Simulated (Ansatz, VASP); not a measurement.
# Two plane-wave programs on LaSb2Au

INCAR

```
PREC = Accurate ; ENCUT = 520
EDIFF = 1E-7 ; ISMEAR = -1
SIGMA = 0.1 ; LREAL = False
LASPH = True ; NELM = 60
ALGO = Normal ; ISIF = 2
LWAVE = False ; LCHARG = False
GGA = CA ; NBANDS = 42
```

The input KPOINTS:

```
Automatic mesh
0
Gamma
  6 6 3
```

Contents of POSCAR:

```
LaSb2Au
1.0
    4.3556927049      0.0000000000      0.0000000000
    0.0000000000      4.3556927049      0.0000000000
    0.0000000000      0.0000000000     10.2431438902
La Sb Au
2 4 2
Direct
    0.5000000000      0.0000000000      0.7531500000
    0.0000000000      0.5000000000      0.2468500000
    0.5000000000      0.0000000000      0.1694000000
    0.0000000000      0.5000000000      0.8306000000
    0.0000000000      0.0000000000      0.5000000000
    0.5000000000      0.5000000000      0.5000000000
    0.0000000000      0.0000000000      0.0000000000
    0.5000000000      0.5000000000      0.0000000000
```

Input for Ansatz:

```yaml
crystal:
  lattice:
    - [4.3556927048511085, 0.0, 0.0]
    - [0.0, 4.3556927048511085, 0.0]
    - [0.0, 0.0, 10.243143890217937]
  atoms:
    - { symbol: La, position: [0.5, 0.0, 0.75315] }
    - { symbol: La, position: [0.0, 0.5, 0.24685] }
    - { symbol: Sb, position: [0.5, 0.0, 0.1694] }
    - { symbol: Sb, position: [0.0, 0.5, 0.8306] }
    - { symbol: Sb, position: [0.0, 0.0, 0.5] }
    - { symbol: Sb, position: [0.5, 0.5, 0.5] }
    - { symbol: Au, position: [0.0, 0.0, 0.0] }
    - { symbol: Au, position: [0.5, 0.5, 0.0] }
basis:
  ecutwfc: 500.0
kpoints:
  mp_grid:
    grid: [6, 6, 3]
hamiltonian:
  xc: lda
  pseudopotentials:
    kind: paw
scf:
  occupations:
    method: fermi_dirac
output:
  stress: true
```

Alike in both runs: task single point; functional LDA; k mesh 6 × 6 × 3; no spin polarisation.

```csv
,VASP,Ansatz
version,VASP 6.6.1,Ansatz 0.2.0
potentials or method,"VASP PAW LDA potentials, release 64 (La, Sb, Au), cutoff 520 eV","plane waves, PAW"
occupations,"fermi-dirac, width 0.1 eV",fermi-dirac
valence electrons in the cell,64,120
```

|  | VASP | Ansatz | Ansatz less VASP |
| --- | --- | --- | --- |
| pressure (GPa) | 2.4 | 2.3 | -0.18 |
| traceless stress, the component that is largest in VASP (GPa) | -0.46 | -0.44 | +0.018 |

LDA's correlation is that of Perdew and Zunger in VASP and of Perdew and Wang (1992) in Ansatz. VASP's potentials hold 64 valence electrons a cell and Ansatz's 120, so a difference there can come from the potentials and not from the codes.

Neither program's run includes spin-orbit coupling.
